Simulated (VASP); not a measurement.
# C (Cmmm) in VASP: vibrations by perturbation theory with LDA

Aim: the vibrations by perturbation theory of C with LDA.

Program: VASP 6.6.1. These are calculated values, not measurements. Logs are shortened: lines on timing, memory, paths and dates and some standing lists are left out, and cuts for length are marked.

### 1 The cell of the first run

It takes space group Cmmm (No. 65, orthorhombic). The conventional cell has a = 4.207 Å, b = 8.667 Å, c = 2.486 Å, α = 90.00°, β = 90.00°, γ = 90.00°. C (site symmetry m) has 4 C at 1.51 to 1.56 Å within 2.0 Å. C (site symmetry m) has 4 C at 1.51 to 1.55 Å within 2.0 Å.

### 2 Vibrations by perturbation theory, LDA

File INCAR:

```
SYSTEM = C
PREC     = Accurate       ! precision mode
ENCUT    = 520            ! plane-wave cutoff, eV
EDIFF    = 1E-8           ! SCF threshold, eV
ISMEAR   = 0              ! smearing method
SIGMA    = 0.05           ! smearing width, eV
LREAL    = .FALSE.        ! projectors in reciprocal space
LASPH    = .TRUE.         ! aspherical terms in the spheres
NELM     = 80             ! most SCF steps
ALGO     = Normal         ! electronic algorithm
ISIF     = 2              ! what is computed and relaxed
LWAVE    = .FALSE.        ! write WAVECAR
LCHARG   = .FALSE.        ! write CHGCAR
NBANDS   = 26             ! bands
IBRION   = 8              ! ionic algorithm
NSW      = 1              ! ionic steps
```

File KPOINTS:

```
Automatic mesh
0
G
  6 6 10
  0 0 0
```

File POSCAR:

```
C
1.0
    2.1032727620     -4.3337146136      0.0000000000
    2.1032727620      4.3337146136      0.0000000000
    0.0000000000      0.0000000000      2.4856616114
C
8
Direct
    0.6482879639      0.9815881366      0.0000000000
    0.3517120361      0.0184118634      0.0000000000
    0.0184118634      0.3517120361      0.0000000000
    0.9815881366      0.6482879639      0.0000000000
    0.4045540954      0.2260768148      0.5000000000
    0.5954459046      0.7739231852      0.5000000000
    0.7739231852      0.5954459046      0.5000000000
    0.2260768148      0.4045540954      0.5000000000
```

Potentials or basis: VASP PAW LDA potentials, release 64 (C).

Started as:

```bash
$ cat potpaw_LDA.64/C/POTCAR > POTCAR
$ mpirun -np 1 vasp_std > vasp.out
```

OUTCAR:

```text
SYSTEM = C
   PREC = Accurate
   ENCUT = 520
   EDIFF = 1E-8
   ISMEAR = 0
   LREAL = .FALSE.
   LASPH = .TRUE.
   NELM = 80
   ISIF = 2
   IBRION = 8
   NSW = 1

 ion  position               nearest neighbor table
   1  0.648  0.982  0.000-   6 1.51   6 1.51   2 1.54   3 1.56
   2  0.352  0.018  0.000-   5 1.51   5 1.51   1 1.54   4 1.56
   3  0.018  0.352  0.000-   8 1.51   8 1.51   4 1.54   1 1.56
   4  0.982  0.648  0.000-   7 1.51   7 1.51   3 1.54   2 1.56
   5  0.405  0.226  0.500-   2 1.51   2 1.51   8 1.55   7 1.55
   6  0.595  0.774  0.500-   1 1.51   1 1.51   7 1.55   8 1.55
   7  0.774  0.595  0.500-   4 1.51   4 1.51   6 1.55   5 1.55
   8  0.226  0.405  0.500-   3 1.51   3 1.51   5 1.55   6 1.55

  LATTYP: Found a base centered orthorhombic cell.
 ALAT       =     4.2065455240
 B/A-ratio  =     2.0604624811
 C/A-ratio  =     0.5909032952

  Lattice vectors:

 A1 = (   2.1032727620,  -4.3337146136,   0.0000000000)
 A2 = (   2.1032727620,   4.3337146136,   0.0000000000)
 A3 = (   0.0000000000,   0.0000000000,   2.4856616114)

Analysis of symmetry for initial positions (statically):
=====================================================================
 Subroutine PRICEL returns:
 Original cell was already a primitive cell.

 Routine SETGRP: Setting up the symmetry group for a
 base centered orthorhombic supercell.

 Subroutine GETGRP returns: Found  8 space group operations
 (whereof  8 operations were pure point group operations)
 out of a pool of  8 trial point group operations.

The static configuration has the point symmetry D_2h.

Analysis of symmetry for dynamics (positions and initial velocities):
[... 936 lines left out ...]

 INTERNAL STRAIN TENSOR  FOR ION    5  DIRECTION 3   (eV/Angst):
 -----------------------------------------------------------------------------
     0.00327  0.01587 -2.59211
    -0.00329  0.00002 -6.48689
    -2.39472 -6.29565 -0.00022

 INTERNAL STRAIN TENSOR FOR ION    8 for displacements in x,y,z  (eV/Angst):
          X           Y           Z          XY          YZ          ZX
  --------------------------------------------------------------------------------
  x    12.77663    -2.45723    -2.99969     4.03174     0.00000     0.00000
  y     2.02818    -9.07350     6.35523     1.25881     0.00000     0.00000
  z     0.00000     0.00000     0.00000     0.00000     6.29565    -2.59211

 SECOND DERIVATIVES (NOT SYMMETRIZED)
 ------------------------------------
               1X          1Y          1Z          2X          2Y          2Z          3X          3Y          3Z          4X          4Y          4Z          5X          5Y          5Z          6X          6Y          6Z          7X          7Y          7Z          8X          8Y          8Z
  1X   -44.888981   -3.467000    0.000000    6.815261   -1.782675    0.000000   12.456399    0.107350    0.000000    2.858198   -1.771920    0.000000   -0.799165    1.688220    0.000000   15.351016    3.336047    0.000000    0.791916    0.192443    0.000000    7.415356    1.697536    0.000000
  1Y    -3.468940  -44.584126    0.000000   -1.781733   11.890583    0.000000   -0.107383    6.644976    0.000000    1.772719    0.041977    0.000000    0.303956    5.235663    0.000000    3.102069   17.957211    0.000000    1.831572    2.743464    0.000000   -1.652259    0.070252    0.000000
  1Z     0.000000    0.000000  -41.203730    0.000000    0.000000    6.119475    0.000000    0.000000    6.224142    0.000000    0.000000    0.399086    0.000000    0.000000    0.397588    0.000000    0.000000   27.871653    0.000000    0.000000   -0.637136    0.000000    0.000000    0.828922
  2X     6.815261   -1.782675    0.000000  -44.888981   -3.467000    0.000000    2.858198   -1.771920    0.000000   12.456399    0.107350    0.000000   15.351016    3.336047    0.000000   -0.799165    1.688220    0.000000    7.415356    1.697536    0.000000    0.791916    0.192443    0.000000
  2Y    -1.781733   11.890583    0.000000   -3.468940  -44.584126    0.000000    1.772719    0.041977    0.000000   -0.107383    6.644976    0.000000    3.102069   17.957211    0.000000    0.303956    5.235663    0.000000   -1.652259    0.070252    0.000000    1.831572    2.743464    0.000000
  2Z     0.000000    0.000000    6.119475    0.000000    0.000000  -41.203730    0.000000    0.000000    0.399086    0.000000    0.000000    6.224142    0.000000    0.000000   27.871653    0.000000    0.000000    0.397588    0.000000    0.000000    0.828922    0.000000    0.000000   -0.637136
  3X    12.456399   -0.107350    0.000000    2.858198    1.771920    0.000000  -44.888981    3.467000    0.000000    6.815261    1.782675    0.000000    0.791916   -0.192443    0.000000    7.415356   -1.697536    0.000000   -0.799165   -1.688220    0.000000   15.351016   -3.336047    0.000000
  3Y     0.107383    6.644976    0.000000   -1.772719    0.041977    0.000000    3.468940  -44.584126    0.000000    1.781733   11.890583    0.000000   -1.831572    2.743464    0.000000    1.652259    0.070252    0.000000   -0.303956    5.235663    0.000000   -3.102069   17.957211    0.000000
  3Z     0.000000    0.000000    6.224142    0.000000    0.000000    0.399086    0.000000    0.000000  -41.203730    0.000000    0.000000    6.119475    0.000000    0.000000   -0.637136    0.000000    0.000000    0.828922    0.000000    0.000000    0.397588    0.000000    0.000000   27.871653
  4X     2.858198    1.771920    0.000000   12.456399   -0.107350    0.000000    6.815261    1.782675    0.000000  -44.888981    3.467000    0.000000    7.415356   -1.697536    0.000000    0.791916   -0.192443    0.000000   15.351016   -3.336047    0.000000   -0.799165   -1.688220    0.000000
  4Y    -1.772719    0.041977    0.000000    0.107383    6.644976    0.000000    1.781733   11.890583    0.000000    3.468940  -44.584126    0.000000    1.652259    0.070252    0.000000   -1.831572    2.743464    0.000000   -3.102069   17.957211    0.000000   -0.303956    5.235663    0.000000
  4Z     0.000000    0.000000    0.399086    0.000000    0.000000    6.224142    0.000000    0.000000    6.119475    0.000000    0.000000  -41.203730    0.000000    0.000000    0.828922    0.000000    0.000000   -0.637136    0.000000    0.000000   27.871653    0.000000    0.000000    0.397588
  5X    -0.797355    0.300132    0.000000   15.351001    3.103536    0.000000    0.791942   -1.831401    0.000000    7.415429    1.649497    0.000000  -43.904574   -5.814960    0.000000    4.191626    2.639574    0.000000   13.323743    0.803856    0.000000    3.628189   -0.850234    0.000000
  5Y     1.686342    5.235230    0.000000    3.336353   17.956188    0.000000   -0.190739    2.741670    0.000000   -1.699272    0.069883    0.000000   -5.819066  -48.408174    0.000000    2.641955    5.089499    0.000000   -0.806008    3.114728    0.000000    0.850435   14.200975    0.000000
  5Z     0.000000    0.000000    0.397260    0.000000    0.000000   27.870387    0.000000    0.000000   -0.635463    0.000000    0.000000    0.829031    0.000000    0.000000  -41.037071    0.000000    0.000000   -1.249003    0.000000    0.000000    6.746424    0.000000    0.000000    7.078436
  6X    15.351001    3.103536    0.000000   -0.797355    0.300132    0.000000    7.415429    1.649497    0.000000    0.791942   -1.831401    0.000000    4.191626    2.639574    0.000000  -43.904574   -5.814960    0.000000    3.628189   -0.850234    0.000000   13.323743    0.803856    0.000000
  6Y     3.336353   17.956188    0.000000    1.686342    5.235230    0.000000   -1.699272    0.069883    0.000000   -0.190739    2.741670    0.000000    2.641955    5.089499    0.000000   -5.819066  -48.408174    0.000000    0.850435   14.200975    0.000000   -0.806008    3.114728    0.000000
  6Z     0.000000    0.000000   27.870387    0.000000    0.000000    0.397260    0.000000    0.000000    0.829031    0.000000    0.000000   -0.635463    0.000000    0.000000   -1.249003    0.000000    0.000000  -41.037071    0.000000    0.000000    7.078436    0.000000    0.000000    6.746424
  7X     0.791942    1.831401    0.000000    7.415429   -1.649497    0.000000   -0.797355   -0.300132    0.000000   15.351001   -3.103536    0.000000   13.323743   -0.803856    0.000000    3.628189    0.850234    0.000000  -43.904574    5.814960    0.000000    4.191626   -2.639574    0.000000
  7Y     0.190739    2.741670    0.000000    1.699272    0.069883    0.000000   -1.686342    5.235230    0.000000   -3.336353   17.956188    0.000000    0.806008    3.114728    0.000000   -0.850435   14.200975    0.000000    5.819066  -48.408174    0.000000   -2.641955    5.089499    0.000000
  7Z     0.000000    0.000000   -0.635463    0.000000    0.000000    0.829031    0.000000    0.000000    0.397260    0.000000    0.000000   27.870387    0.000000    0.000000    6.746424    0.000000    0.000000    7.078436    0.000000    0.000000  -41.037071    0.000000    0.000000   -1.249003
  8X     7.415429   -1.649497    0.000000    0.791942    1.831401    0.000000   15.351001   -3.103536    0.000000   -0.797355   -0.300132    0.000000    3.628189    0.850234    0.000000   13.323743   -0.803856    0.000000    4.191626   -2.639574    0.000000  -43.904574    5.814960    0.000000
  8Y     1.699272    0.069883    0.000000    0.190739    2.741670    0.000000   -3.336353   17.956188    0.000000   -1.686342    5.235230    0.000000   -0.850435   14.200975    0.000000    0.806008    3.114728    0.000000   -2.641955    5.089499    0.000000    5.819066  -48.408174    0.000000
  8Z     0.000000    0.000000    0.829031    0.000000    0.000000   -0.635463    0.000000    0.000000   27.870387    0.000000    0.000000    0.397260    0.000000    0.000000    7.078436    0.000000    0.000000    6.746424    0.000000    0.000000   -1.249003    0.000000    0.000000  -41.037071

 Eigenvectors and eigenvalues of the dynamical matrix
 ----------------------------------------------------

   1 f  =   39.811902 THz   250.145557 2PiTHz 1327.982105 cm-1   164.648723 meV
             X         Y         Z           dx          dy          dz
      3.428074  1.444428  0.000000     0.000000    0.000000   -0.306499
      0.778472 -1.444428  0.000000    -0.000000   -0.000000   -0.306499
      0.778472  1.444428  0.000000    -0.000000    0.000000    0.306499
      3.428074 -1.444428  0.000000     0.000000   -0.000000    0.306499
      1.326389 -0.773470  1.242831     0.000000    0.000000    0.395042
      2.880157  0.773470  1.242831    -0.000000   -0.000000    0.395042
      2.880157 -0.773470  1.242831    -0.000000    0.000000   -0.395042
      1.326389  0.773470  1.242831     0.000000   -0.000000   -0.395042
[... 243 lines left out ...]
  24 f/i=    0.001570 THz     0.009867 2PiTHz    0.052383 cm-1     0.006495 meV
             X         Y         Z           dx          dy          dz
      3.428074  1.444428  0.000000     0.000007   -0.353543   -0.000000
      0.778472 -1.444428  0.000000     0.000007   -0.353543   -0.000000
      0.778472  1.444428  0.000000    -0.000006   -0.353543   -0.000000
      3.428074 -1.444428  0.000000    -0.000006   -0.353543   -0.000000
      1.326389 -0.773470  1.242831    -0.000014   -0.353564   -0.000000
      2.880157  0.773470  1.242831    -0.000014   -0.353564   -0.000000
      2.880157 -0.773470  1.242831     0.000014   -0.353564   -0.000000
      1.326389  0.773470  1.242831     0.000014   -0.353564   -0.000000

--------------------------------------------------------------------------------------------------------

 ELASTIC MODULI CONTR FROM IONIC RELAXATION (kBar)
 Direction    XX          YY          ZZ          XY          YZ          ZX
 --------------------------------------------------------------------------------
 XX        -474.4439    208.3997      9.4951     -0.0000      0.0000     -0.0000
 YY         208.3997   -329.8423    124.6566      0.0000     -0.0000      0.0000
 ZZ           9.4951    124.6566   -147.1377      0.0000      0.0000     -0.0000
 XY           0.0000     -0.0000      0.0000   -322.8529     -0.0000     -0.0000
 YZ           0.0000     -0.0000      0.0000     -0.0000   -139.9337      0.0000
 ZX          -0.0000      0.0000     -0.0000     -0.0000     -0.0000   -105.4900
 --------------------------------------------------------------------------------
```

It took 30 min on 1 thread of Oxide Virtual Turin-like, shared host; peak memory 0.43 GiB.

What came out:

| Quantity | Value |
| --- | --- |
| Highest phonon frequency at Γ | 1328 cm⁻¹ |

Phonon frequencies in cm⁻¹ (negative: imaginary):
| q point | frequencies |
| --- | --- |
| (0.000, 0.000, 0.000) | 0 0 0 518 567 663 672 779 908 984 989 1002 1064 1079 1135 1179 1190 1240 1257 1287 1294 1298 1327 1328 |

Caveat: the cell stands under pressure or tension, which shifts response properties.
